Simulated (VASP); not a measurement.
Runs of VASP 6.6.1 on GaN. Symmetry: P6_3mc, No. 186, hexagonal system. Conventional cell: a = 3.180 Å, b = 3.180 Å, c = 5.166 Å, α = 90.00°, β = 90.00°, γ = 120.00°. Within 2.6 Å of Ga (site symmetry 3m) lie 4 N at 1.94 to 1.95 Å. N (site symmetry 3m) has 4 Ga at 1.94 to 1.95 Å within 2.6 Å. 

```csv
level,gap on the mesh (eV),pressure (GPa),largest force (eV/Å)
PBE,(c),7.3,0.13
RPBE,2.03,(b),0.14
PBEsol,1.93,0.8,0.13
revPBE,(a),10.2,0.14
```

Alike in all rows: task single point; potentials or basis VASP PAW PBE potentials, release 64 (Ga_d, N); no spin polarisation; cell as given; k mesh 12 × 12 × 4; cutoff (eV) 520; smearing gaussian 0.01 eV.

**Question.** Fill in the values left out.

**Answer.** (a) 2.02; (b) 11.2; (c) 1.97.

Caveats: the PAW data sets were made with another functional, which shifts forces and pressure a little (some runs).

A k mesh can miss the band edges, and the runs leave out spin-orbit coupling on Ga.
